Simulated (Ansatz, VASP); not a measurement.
**Two plane-wave programs on CdS**

```
CELL_PARAMETERS angstrom
0.00000 2.99756 2.99756
2.99756 0.00000 2.99756
2.99756 2.99756 0.00000
ATOMIC_POSITIONS crystal
Cd 0.00000 0.00000 0.00000
S 0.25000 0.25000 0.25000
```

Alike in both runs: functional r2SCAN; k mesh 8 × 8 × 8; occupations fermi-dirac, width 0.02 eV; no spin polarisation.

Ansatz relaxed the structure, and its values are those at the end. VASP's run is a single point on that final structure, the one shown.

|  | VASP | Ansatz |
| --- | --- | --- |
| version | VASP 6.6.1 | Ansatz 0.2.0 |
| potentials or method | VASP PAW PBE potentials, release 64 (Cd_sv_GW, S), cutoff 700 eV | PAW plane waves |
| valence electrons in the cell | 26 | 26 |

```tsv
	VASP	Ansatz	Ansatz less VASP
gap on the k mesh at the Fermi level (eV)	1.40	1.40	-0.004
pressure (GPa)	-3.2	-3.1	+0.11
```

VASP's potentials were made for PBE, not for r2SCAN. Ansatz's warnings: stress scf threshold loose.
